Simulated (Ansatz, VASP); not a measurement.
# KYSe2: VASP beside Ansatz

INCAR

```
SYSTEM = KYSe2
PREC     = Accurate       ! precision mode
ENCUT    = 520            ! plane-wave cutoff, eV
EDIFF    = 1E-6           ! SCF threshold, eV
ISMEAR   = 0              ! smearing method
SIGMA    = 0.01           ! smearing width, eV
LREAL    = .FALSE.        ! projectors in reciprocal space
LASPH    = .TRUE.         ! aspherical terms in the spheres
NELM     = 60             ! most SCF steps
ALGO     = Normal         ! electronic algorithm
ISIF     = 2              ! what is computed and relaxed
LWAVE    = .FALSE.        ! write WAVECAR
LCHARG   = .FALSE.        ! write CHGCAR
GGA      = PE             ! functional
NBANDS   = 24             ! bands
```

The input KPOINTS:

```
regular mesh
0
G
  6 6 4
  0 0 0
```

Contents of POSCAR:

```
KYSe2
1.0
    4.2502719450      0.0000000000      0.0000000000
    0.0000000000      4.2502719450      0.0000000000
    0.0000000000      0.0000000000      5.7677165566
K Se Y
1 2 1
Direct
    0.0000000000      0.0000000000      0.0000000000
    0.0000000000      0.0000000000      0.5000000000
    0.5000000000      0.5000000000      0.0000000000
    0.5000000000      0.5000000000      0.5000000000
```

Input for Ansatz:

```yaml
crystal:
  lattice:
    - [4.250271945, 0.0, 0.0]
    - [0.0, 4.250271945, 0.0]
    - [0.0, 0.0, 5.7677165566]
  atoms:
    - { symbol: K, position: [0.0, 0.0, 0.0] }
    - { symbol: Se, position: [0.0, 0.0, 0.5] }
    - { symbol: "Y", position: [0.5, 0.5, 0.5] }
    - { symbol: Se, position: [0.5, 0.5, 0.0] }
kpoints:
  mp_grid: { grid: [6, 6, 4] }
hamiltonian:
  xc: pbe
scf:
  occupations: { method: fixed }
  n_extra_bands: 5
output:
  forces: true
  stress: true
  eigenvalues: true
```

Alike in both runs: task single point; functional PBE; k mesh 6 × 6 × 4; no spin polarisation.

|  | VASP | Ansatz |
| --- | --- | --- |
| version | VASP 6.6.1 | Ansatz 0.2.0 |
| potentials or method | VASP PAW PBE potentials, release 64 (K_sv, Se, Y_sv) | plane waves, PAW |
| plane-wave cutoff (eV) | 520 | 420 |
| occupations | gaussian, width 0.01 eV | fixed |
| valence electrons in the cell | 32 | 52 |

Ansatz gave:

```
gap on the k mesh at the Fermi level (eV) : 0.12
pressure (GPa)                            : 3.4
```

**Question.** Which values does VASP return?

**Answer.** gap on the k mesh at the Fermi level (eV): 0.11; pressure (GPa): 3.6.

VASP's potentials hold 32 valence electrons a cell and Ansatz's 52, so a difference there can come from the potentials and not from the codes.
